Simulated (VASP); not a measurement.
Au, 1 atom in the cell. Symmetry: Fm-3m, No. 225, cubic system. Conventional cell: a = 4.070 Å, b = 4.070 Å, c = 4.070 Å, α = 90.00°, β = 90.00°, γ = 90.00°. Within 3.8 Å of Au (site symmetry m-3m) lie 12 Au at 2.88 Å. 

| Property | Result |
| --- | --- |
| Program | VASP 6.6.1 |
| Task | vibrations by perturbation theory |
| Functional | PBE |
| Potentials or basis | VASP PAW PBE potentials, release 64 (Au) |
| Cutoff | 520 eV |
| k mesh | 8 × 8 × 8 |
| Occupations | fermi-dirac, width 0.05 eV |
| Spin | no spin polarisation |
| Dipole correction | no |
| Further INCAR settings | ALGO = Normal; EDIFF = 1e-08; IBRION = 8; NSW = 1 |

Potentials or basis: VASP PAW PBE potentials, release 64 (Au).

The run is started by

```bash
$ cat potpaw_PBE.64/Au/POTCAR > POTCAR
$ mpirun -np 1 vasp_std > vasp.out
```

Hardware: 1 thread of Intel(R) Xeon(R) Platinum 8488C (Sapphire Rapids), with other jobs on the host.

**Question.** How long does it take, and how much memory?

**Answer.** Wall time 24 s on 1 thread of Intel(R) Xeon(R) Platinum 8488C (Sapphire Rapids) (shared host), peak memory 0.16 GiB. Counts: scf iterations 27, k points 29.
